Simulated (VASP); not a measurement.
A run of VASP 6.6.1 is set up as follows.

INCAR

```
SYSTEM = Ti9S
PREC = Accurate
ENCUT = 520
EDIFF = 1E-6
ISMEAR = 0
SIGMA = 0.1
LREAL = .False.
LASPH = .True.
NELM = 100
ALGO = Normal
ISIF = 2
LWAVE = .False.
LCHARG = .True.
LDIPOL = .True.
IDIPOL = 3
DIPOL = 0.5 0.5 0.333
GGA = PE
LELF = .True.
LVHAR = .True.
LVACPOTAV = .True.
NBANDS = 68
```

File KPOINTS:

```
Automatic mesh
0
Gamma
  9 4 1
  0 0 0
```

Contents of POSCAR:

```
Ti9S
1.0
    2.8319727881      0.0000000000      0.0000000000
    0.0000000000      7.9316622551      0.0000000000
    0.0000000000      0.0000000000     19.9268841162
Ti S
9 1
Direct
    0.0000000000      0.5000000000      0.2007338416
    0.5000000000      0.1666666667      0.2007338416
    0.5000000000      0.8333333333      0.2007338416
    0.0000000000      0.0000000000      0.3122110455
    0.5000000000      0.6684928875      0.3108725352
    0.5000000000      0.3315071125      0.3108725352
    0.0000000000      0.5000000000      0.4177589340
    0.5000000000      0.1666364294      0.4228902054
    0.5000000000      0.8333635706      0.4228902054
    0.6666666667      0.1666364294      0.5301401783
```

Potentials or basis: VASP PAW PBE potentials, release 64 (Ti_sv, S).

Command:

```console
$ cat potpaw_PBE.64/Ti_sv/POTCAR potpaw_PBE.64/S/POTCAR > POTCAR
$ mpirun -np 1 vasp_std > vasp.out
```

(1) Estimate the largest force.

(2) Estimate the band gap on the k mesh.

Results:

(1) 0.928 eV/Å.

(2) zero (bands 57 and 58 overlap by 0.24 eV).
